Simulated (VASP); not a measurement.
Here is a VASP 6.6.1 calculation.

The input INCAR:

```
SYSTEM = InP
  ALGO = Normal
  EDIFF = 1E-6
  EDIFFG = -0.001
  ENCUT = 600
  GGA = PS
  IBRION = 2
  ISIF = 3
  ISMEAR = 0
  LASPH = .TRUE.
  LCHARG = .FALSE.
  LREAL = .FALSE.
  LWAVE = .FALSE.
  NELM = 100
  NSW = 80
  PREC = Accurate
  PSTRESS = 500.0
  SIGMA = 0.01
```

KPOINTS

```
k-points
0
G
  10 10 10
  0 0 0
```

The input POSCAR:

```
InP
1.0
    0.0000000000      2.9390910331      2.9390910331
    2.9390910331      0.0000000000      2.9390910331
    2.9390910331      2.9390910331      0.0000000000
In P
1 1
Direct
    0.0000000000      0.0000000000      0.0000000000
    0.7500000000      0.7500000000      0.7500000000
```

Potentials or basis: VASP PAW PBE potentials, release 64 (In_d, P).

Launch:

```bash
$ cat potpaw_PBE.64/In_d/POTCAR potpaw_PBE.64/P/POTCAR > POTCAR
$ mpirun -np 1 vasp_std > vasp.out
```

(1) What does it give for the band gap on the k mesh?

(2) What does it give for the relaxed volume?

(3) Predict the relaxed cell.

Results:

(1) 0.87 eV, indirect (least direct gap 2.22 eV).

(2) 17.96 Å³/atom.

(3) a = 3.704 Å, b = 3.704 Å, c = 3.704 Å, α = 60.00°, β = 60.00°, γ = 60.00°.

Caveat: the cell is relaxed towards a set pressure, so the enthalpy falls and the energy may rise; the volume moved by over 15 % at a fixed basis, so the end points are rough; the PAW data sets were made with another functional, which shifts forces and pressure a little; spin-orbit coupling is left out, which moves the levels of the heavy elements.
